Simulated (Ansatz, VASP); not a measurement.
NbTe6Mo2 in VASP and in Ansatz

```
Nb Te Mo
1.0
     3.73247    0.00000    0.00000
    -1.86623    3.23241    0.00000
     0.00000    0.00000   21.51398
Nb Te Mo
1 6 2
Cartesian
  0.0000 0.0000 0.0000
  1.8662 1.0775 5.3472
  1.8662 1.0775 12.5185
  1.8662 1.0775 19.6898
  0.0000 2.1549 1.8242
  0.0000 2.1549 8.9955
  0.0000 2.1549 16.1668
  0.0000 0.0000 7.1713
  0.0000 0.0000 14.3427
```

Alike in both runs: task single point; functional PBE; k mesh 6 × 6 × 1; occupations gaussian, width 0.1 eV; no spin polarisation.

```csv
,VASP,Ansatz
version,VASP 6.6.1,Ansatz 0.2.0
potentials or method,"VASP PAW PBE potentials, release 64 (Nb_sv, Te, Mo_sv), cutoff 520 eV","scalar-relativistic, plane waves, PAW"
valence electrons in the cell,77,137
```

Ansatz gave:

| Item | Value |
| --- | --- |
| gap on the k mesh at the Fermi level (eV) | none |
| pressure (GPa) | -4.4 |
| traceless stress, the component that is largest in VASP (GPa) | 1.42 |
| rms of the force components (eV/Å) | 0.257 |

Task: Which values does VASP return?

Result: gap on the k mesh at the Fermi level (eV): none; pressure (GPa): -4.4; traceless stress, the component that is largest in VASP (GPa): 1.45; rms of the force components (eV/Å): 0.253.

Atom by atom the forces differ by 0.004 eV/Å (rms over components). A gap of «none» marks a metal or a gap that the smearing closes. VASP's potentials hold 77 valence electrons a cell and Ansatz's 137, so a difference there can come from the potentials and not from the codes.

Spin-orbit coupling is off throughout.
